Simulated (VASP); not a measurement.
H18CO10, 29 atoms in the cell. The cell holds an amorphous packing of atoms, 29 atoms: a = 6.485 Å, b = 6.485 Å, c = 6.485 Å, α = 90.00°, β = 90.00°, γ = 90.00°. 

* Program: VASP 6.6.1
* Task: single point
* Functional: PBE
* Potentials or basis: VASP PAW PBE potentials, release 64 (O, H, C)
* Cutoff: 520 eV
* k mesh: 1 × 1 × 1
* Occupations: fermi-dirac, width 0.02 eV
* Spin: no spin polarisation
* Dipole correction: no
* Further INCAR settings: LREAL = Auto; ALGO = Normal; EDIFF = 1e-06; NBANDS = 61

Potentials or basis: VASP PAW PBE potentials, release 64 (O, H, C).

Run with:

```console
$ cat potpaw_PBE.64/O/POTCAR potpaw_PBE.64/H/POTCAR potpaw_PBE.64/C/POTCAR > POTCAR
$ mpirun -np 1 vasp_gam > vasp.out
```

Hardware: 1 thread of Intel(R) Xeon(R) 6975P-C (Granite Rapids), on a shared host.

Task: How long does it take, and how much memory?

Result: Run time: 19 s on 1 thread of Intel(R) Xeon(R) 6975P-C (Granite Rapids), on a shared host, peak memory 0.3 GiB. Counts: scf iterations 16, k points 1.
